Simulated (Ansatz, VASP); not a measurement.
**C: VASP beside Ansatz**

The input POSCAR:

```
C
1.0
    2.5590681194      0.0000000000      0.0000000000
   -1.2795340597      2.2162180014      0.0000000000
    0.0000000000      0.0000000000      8.4426479288
C
8
Direct
    0.0000000000      0.0000000000      0.0008143040
    0.3333333333      0.6666666667      0.2492477410
    0.0000000000      0.0000000000      0.5008143040
    0.6666666667      0.3333333333      0.7492477410
    0.0000000000      0.0000000000      0.1866856960
    0.3333333333      0.6666666667      0.4382522590
    0.0000000000      0.0000000000      0.6866856960
    0.6666666667      0.3333333333      0.9382522590
```

Contents of INCAR.step1:

```
SYSTEM = C
ALGO = Normal
EDIFF = 1E-4
ENCUT = 520
GGA = PE
ISMEAR = 0
LASPH = .TRUE.
LCHARG = .FALSE.
LREAL = .FALSE.
LWAVE = .TRUE.
NBANDS = 26
NELM = 60
PREC = Accurate
SIGMA = 0.01
```

File INCAR.step2:

```
SYSTEM = C
ALGO = Normal
EDIFF = 1E-6
ENCUT = 520
ISIF = 2
ISMEAR = 0
ISTART = 1
LASPH = .TRUE.
LCHARG = .FALSE.
LMIXTAU = .TRUE.
LREAL = .FALSE.
LWAVE = .FALSE.
METAGGA = R2SCAN
NBANDS = 26
NELM = 60
PREC = Accurate
SIGMA = 0.01
```

The input KPOINTS:

```
k-points
0
G
  9 9 4
  0 0 0
```

Input for Ansatz:

```yaml
crystal:
  lattice:
    - [2.5590681194, 0.0, 0.0]
    - [-1.2795340597, 2.2162180014, 0.0]
    - [0.0, 0.0, 8.4426479288]
  atoms:
    - { symbol: C, position: [0.0, 0.0, 0.000814304] }
    - { symbol: C, position: [0.3333333333, 0.6666666667, 0.249247741] }
    - { symbol: C, position: [0.0, 0.0, 0.500814304] }
    - { symbol: C, position: [0.6666666667, 0.3333333333, 0.749247741] }
    - { symbol: C, position: [0.0, 0.0, 0.186685696] }
    - { symbol: C, position: [0.3333333333, 0.6666666667, 0.438252259] }
    - { symbol: C, position: [0.0, 0.0, 0.686685696] }
    - { symbol: C, position: [0.6666666667, 0.3333333333, 0.938252259] }
kpoints:
  mp_grid: { grid: [9, 9, 4] }
hamiltonian:
  xc: r2scan
scf:
  occupations: { method: fixed }
  n_extra_bands: 6
output:
  forces: true
  stress: true
  eigenvalues: true
```

Alike in both runs: task single point; functional r2SCAN; k mesh 9 × 9 × 4; no spin polarisation.

```csv
,VASP,Ansatz
version,VASP 6.6.1,Ansatz 0.2.0
potentials or method,"VASP PAW PBE potentials, release 64 (C)","plane waves, PAW"
plane-wave cutoff (eV),520,500
occupations,"gaussian, width 0.01 eV",fixed
valence electrons in the cell,32,32
```

|  | VASP | Ansatz | Ansatz less VASP |
| --- | --- | --- | --- |
| gap on the k mesh at the Fermi level (eV) | 4.65 | 4.67 | +0.021 |
| pressure (GPa) | -22.7 | -23.6 | -0.89 |
| traceless stress, the component that is largest in VASP (GPa) | -0.10 | -0.08 | +0.016 |
| rms of the force components (eV/Å) | 0.019 | 0.022 | +0.0027 |

VASP's potentials were made for PBE, not for r2SCAN. Atom by atom the forces differ by 0.003 eV/Å (rms over components).
